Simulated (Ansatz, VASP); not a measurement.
## GeCN2: VASP beside Ansatz

```
Ge N C
1.0
     1.82897    1.05596    5.01849
    -1.82897    1.05596    5.01849
     0.00000   -2.11191    5.01849
Ge N C
1 2 1
Direct
  0.00000 0.00000 0.00000
  0.58390 0.58390 0.58390
  0.41610 0.41610 0.41610
  0.50000 0.50000 0.50000
```

Change from the starting cell: volume scaled by 1.06.

Alike in both runs: task single point; functional PBEsol; k mesh 9 × 9 × 9; occupations fermi-dirac, width 0.05 eV; no spin polarisation.

|  | VASP | Ansatz |
| --- | --- | --- |
| version | VASP 6.6.1 | Ansatz 0.2.0 |
| potentials or method | VASP PAW PBE potentials, release 64 (Ge_d, N, C), cutoff 520 eV | all-electron LAPW, scalar-relativistic |

|  | VASP | Ansatz | Ansatz less VASP |
| --- | --- | --- | --- |
| gap on the k mesh at the Fermi level (eV) | 1.13 | 1.13 | +0.002 |
| least direct gap on the mesh (eV) | 2.01 | 2.02 | +0.012 |
| pressure (GPa) | -9.7 | -9.8 | -0.13 |
| traceless stress, the component that is largest in VASP (GPa) | -7.85 | -8.46 | -0.614 |
| rms of the force components (eV/Å) | 0.563 | 0.611 | +0.0480 |

VASP's potentials were made for PBE, not for PBEsol. Atom by atom the forces differ by 0.048 eV/Å (rms over components). Ansatz ran all-electron here, and VASP with PAW potentials.
